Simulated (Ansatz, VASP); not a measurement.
# Ge: VASP beside Ansatz

```
Ge
1.0
     7.67991    0.00000    0.00000
     0.00000    5.74934    0.00000
     0.00000    0.00000    3.74267
Ge
8
Direct
  0.00000 0.16972 0.16910
  0.50000 0.83028 0.66910
  0.50000 0.16972 0.33090
  0.00000 0.83028 0.83090
  0.25000 0.38324 0.25000
  0.25000 0.61676 0.75000
  0.75000 0.61676 0.75000
  0.75000 0.38324 0.25000
```

Alike in both runs: task single point; functional PBE; k mesh 2 × 4 × 4; occupations gaussian, width 0.1 eV; no spin polarisation.

```csv
,VASP,Ansatz
version,VASP 6.6.1,Ansatz 0.2.0
potentials or method,"VASP PAW PBE potentials, release 64 (Ge_d), cutoff 520 eV","scalar-relativistic, plane waves, PAW"
valence electrons in the cell,112,112
```

VASP gave:

* gap on the k mesh at the Fermi level (eV): none
* pressure (GPa): 17.0
* traceless stress, the component that is largest in VASP (GPa): 7.30
* rms of the force components (eV/Å): 0.679

Q: What did Ansatz give for the same quantities?

A: gap on the k mesh at the Fermi level (eV): none; pressure (GPa): 17.2; traceless stress, the component that is largest in VASP (GPa): 7.33; rms of the force components (eV/Å): 0.678.

Atom by atom the forces differ by 0.001 eV/Å (rms over components). A gap of «none» marks a metal or a gap that the smearing closes. The functional is the same, so the differences come from potentials, cutoffs and numerics.

The k mesh is coarse, so the values compare programs but aren't converged.
